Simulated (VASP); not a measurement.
# WC (I4/mmm) in VASP: notebook, part 2 of 2

VASP 6.6.1. The steps go on from the part before.

## Step 3: Single point, PBEsol

Input file INCAR:

```
SYSTEM = WC
PREC = Accurate
ENCUT = 1300
EDIFF = 1E-6
ISMEAR = 0
SIGMA = 0.15
LREAL = .False.
LASPH = .True.
NELM = 120
ALGO = Normal
ISIF = 2
LWAVE = .False.
LCHARG = .False.
GGA = PS
NBANDS = 16
GGA_COMPAT = .False.
```

Input file KPOINTS:

```
Automatic mesh
0
Gamma
  20 20 20
  0 0 0
```

Input file POSCAR:

```
WC
1.0
    0.0000000000      2.2227245001      2.1338155201
    2.2227245001      0.0000000000      2.1338155201
    2.2227245001      2.2227245001      0.0000000000
W C
1 1
Direct
    0.0000000000      0.0000000000      0.0000000000
    0.5000000000      0.5000000000      0.5000000000
```

Potentials or basis: VASP PAW PBE potentials, release 64 (W_sv, C_h).

Run with:

```sh
$ cat potpaw_PBE.64/W_sv/POTCAR potpaw_PBE.64/C_h/POTCAR > POTCAR
$ mpirun -np 1 vasp_std > vasp.out
```

OUTCAR:

```text
SYSTEM = WC
   PREC = Accurate
   ENCUT = 1300
   EDIFF = 1E-6
   ISMEAR = 0
   LREAL = .False.
   LASPH = .True.
   NELM = 120
   ISIF = 2
   GGA = PS

 ion  position               nearest neighbor table
   1  0.000  0.000  0.000-   2 2.13   2 2.13   2 2.22   2 2.22   2 2.22   2 2.22
   2  0.500  0.500  0.500-   1 2.13   1 2.13   1 2.22   1 2.22   1 2.22   1 2.22

  LATTYP: Found a body centered tetragonal cell.
 ALAT       =     3.1434071335
 C/A-ratio  =     1.3576450199

  Lattice vectors:

 A1 = (   0.0000000000,  -2.2227245001,  -2.1338155201)
 A2 = (   0.0000000000,   2.2227245001,  -2.1338155201)
 A3 = (   2.2227245001,   0.0000000000,   2.1338155201)

Analysis of symmetry for initial positions (statically):
=====================================================================
 Subroutine PRICEL returns:
 Original cell was already a primitive cell.

 Routine SETGRP: Setting up the symmetry group for a
 body centered tetragonal supercell.

 Subroutine GETGRP returns: Found 16 space group operations
 (whereof 16 operations were pure point group operations)
 out of a pool of 16 trial point group operations.

The static configuration has the point symmetry D_4h.

[... 156 lines left out ...]
  free energy    TOTEN  =       -22.95205248 eV

  energy without entropy =      -22.94025129  energy(sigma->0) =      -22.94615188

 E-fermi :  12.5583     XC(G=0): -13.8775

 val. band max:       12.5550300850   @ k =  -0.3500   0.3500   0.2000
 cond. band min:      12.5616023856   @ k =   0.3500   0.0000   0.0000
 fundamental gap:      0.0065723006
 Fermi energy:        12.5583191902

 k-point     1 :       0.0000    0.0000    0.0000
  band No.  band energies     occupation
      1     -62.7881      2.00000
      2     -26.7919      2.00000
      3     -26.7851      2.00000
      4     -26.7851      2.00000
      5      -3.2068      2.00000
      6       9.6614      2.00000
[... 433 lines left out ...]
      3     -26.8520      2.00000
      4     -26.8461      2.00000
      5      -0.0821      2.00000
      6       4.4006      2.00000
[... 8 lines left out ...]
     15      25.4670      0.00000
     16      26.3183      0.00000

 [... further k-points ...]
[... 5 lines left out ...]
  --------------------------------------------------------------------------------------
  -------------------------------------------------------------------------------------
  Total       -2.1016061     -2.1016061      1.1105459      0.0000000     -0.0000000      0.0000000
  in kB     -159.6995792   -159.6995792     84.3896029      0.0000000     -0.0000000      0.0000000
  external PRESSURE =     -78.3365185 kB  Pullay stress =       0.0000000 kB

 VOLUME and BASIS-vectors are now :
 -----------------------------------------------------------------------------
  energy-cutoff  :     1300.00
  volume of cell :       21.08
      direct lattice vectors                 reciprocal lattice vectors
     0.000000000  2.222724500  2.133815520    -0.224949156  0.224949156  0.234322037
     2.222724500  0.000000000  2.133815520     0.224949156 -0.224949156  0.234322037
     2.222724500  2.222724500  0.000000000     0.224949156  0.224949156 -0.234322037

 POSITION                                       TOTAL-FORCE (eV/Angst)
 -----------------------------------------------------------------------------------
      0.00000      0.00000      0.00000         0.000000      0.000000      0.000000
      2.22272      2.22272      2.13382         0.000000     -0.000000      0.000000
 -----------------------------------------------------------------------------------
    total drift:                               -0.000000      0.000000      0.000000

  FREE ENERGIE OF THE ION-ELECTRON SYSTEM (eV)
  ---------------------------------------------------
  free  energy   TOTEN  =       -22.9520524766 eV

  energy  without entropy=      -22.9402512865  energy(sigma->0) =      -22.94615188
```

It took 4.8 min on 1 thread of AMD EPYC 9R45 (Zen 5), shared host; peak memory 0.87 GiB.

What came out:

```yaml
Free_energy: -22.9521 eV
Pressure: -7.8 GPa
Band_gap_on_the_k_mesh: zero (bands 9 and 10 overlap by 3.00 eV)
```

Levels at points of the mesh, in eV from the Fermi level:
| k point | band 6 | band 7 | band 8 | band 9 | band 10 | band 11 | band 12 | band 13 |
| --- | --- | --- | --- | --- | --- | --- | --- | --- |
| (0.00, 0.00, 0.00) | -2.90 | -2.90 | -2.40 | -1.20 | -1.08 | -1.08 | -0.88 | -0.80 |
| (0.50, 0.00, 0.00) | -9.79 | -6.61 | -6.55 | 0.91 | 1.25 | 2.39 | 4.90 | 8.35 |
| (0.50, 0.50, 0.00) | -5.79 | -5.24 | -2.65 | -2.65 | 0.92 | 2.29 | 2.29 | 5.85 |
| (0.50, 0.00, 0.50) | -5.75 | -5.72 | -2.41 | -2.29 | 0.79 | 2.07 | 2.49 | 5.23 |

Caveat: the stress differs along the axes, from -16 to 8 GPa; the PAW data sets were made with another functional, which shifts forces and pressure a little; spin-orbit coupling is left out, which moves the levels of the heavy elements.
